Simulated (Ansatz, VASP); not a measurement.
# SbP5: VASP beside Ansatz

```xyz
6
Lattice="0.0000 3.7873 3.7873 3.7873 0.0000 3.7873 3.7873 3.7873 0.0000" Properties=species:S:1:pos:R:3 pbc="T T T"
Sb    0.0000    0.0000    0.0000
P     1.8937    1.8937    1.8937
P     2.9579    4.6167    2.9579
P     2.9579    2.9579    4.6167
P     4.6167    4.6167    4.6167
P     4.6167    2.9579    2.9579
```

Change from the starting cell: species swapped into the TbCu5 type (F-43m, No. 216).

Alike in both runs: functional PBE; k mesh 4 × 4 × 4; occupations gaussian, width 0.1 eV; no spin polarisation.

Ansatz relaxed the structure, and its values are those at the end. VASP's run is a single point on that final structure, the one shown.

|  | VASP | Ansatz |
| --- | --- | --- |
| version | VASP 6.6.1 | Ansatz 0.2.0 |
| potentials or method | VASP PAW PBE potentials, release 64 (Sb_d_GW, P), cutoff 500 eV | scalar-relativistic, plane waves, PAW |
| valence electrons in the cell | 40 | 40 |

```csv
,VASP,Ansatz,Ansatz less VASP
gap on the k mesh at the Fermi level (eV),none,none,-
pressure (GPa),-0.2,0.0,+0.19
rms of the force components (eV/Å),0.034,0.003,-0.0307
```

A gap of «none» marks a metal or a gap that the smearing closes. The functional is the same, so the differences come from potentials, cutoffs and numerics.

Neither program's run includes spin-orbit coupling.
